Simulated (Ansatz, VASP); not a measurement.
# Two plane-wave programs on Si

The input INCAR:

```
SYSTEM = Si
PREC = Accurate
ENCUT = 520
EDIFF = 1E-7
ISMEAR = 0
SIGMA = 0.1
LREAL = .False.
LASPH = .True.
NELM = 80
ALGO = Normal
ISIF = 2
LWAVE = .False.
LCHARG = .False.
LDIPOL = .True.
IDIPOL = 3
DIPOL = 0.5 0.5 0.373
GGA = PE
IVDW = 12
NBANDS = 16
```

KPOINTS

```
regular mesh
0
Gamma
  9 9 1
  0 0 0
```

The input POSCAR:

```
Si
1.0
    3.8475254748      0.0000000000      0.0000000000
   -1.9237627374      3.3320548028      0.0000000000
    0.0000000000      0.0000000000     18.4415958287
Si
4
Direct
    0.3333333333      0.6666666667      0.2695427207
    0.6666666667      0.3333333333      0.2440135898
    0.0000000000      1.0000000000      0.5011277719
    0.3333333333      0.6666666667      0.4755986410
```

Input for Ansatz:

```yaml
crystal:
  lattice:
    - [3.8475254748, 0.0, 0.0]
    - [-1.9237627374, 3.3320548028, 0.0]
    - [0.0, 0.0, 18.4415958287]
  atoms:
    - { symbol: Si, position: [0.3333333333, 0.6666666667, 0.2695427207] }
    - { symbol: Si, position: [0.6666666667, 0.3333333333, 0.2440135898] }
    - { symbol: Si, position: [0.0, 1.0, 0.5011277719] }
    - { symbol: Si, position: [0.3333333333, 0.6666666667, 0.475598641] }
basis:
  ecutwfc: 420
kpoints:
  mp_grid: { grid: [9, 9, 1] }
hamiltonian:
  xc: pbe
  pseudopotentials: { kind: paw, azcp: { folder: soft_1 } }
  dispersion: d3bj
scf:
  occupations: { method: gaussian, width: 0.1 }
output:
  forces: true
  eigenvalues: true
efield:
  axis: 3
  dipole_correction: true
  ramp_width: 0.04
```

Alike in both runs: task single point; functional PBE; dispersion D3(BJ); k mesh 9 × 9 × 1; occupations gaussian, width 0.1 eV; no spin polarisation.

```csv
,VASP,Ansatz
version,VASP 6.6.1,Ansatz 0.2.0
potentials or method,"VASP PAW PBE potentials, release 64 (Si), cutoff 520 eV","scalar-relativistic, plane waves, PAW"
valence electrons in the cell,16,16
```

```tsv
	VASP	Ansatz	Ansatz less VASP
gap on the k mesh at the Fermi level (eV)	none	none	-
rms of the force components (eV/Å)	0.127	0.129	+0.0017
```

Atom by atom the forces differ by 0.003 eV/Å (rms over components). A gap of «none» marks a metal or a gap that the smearing closes.
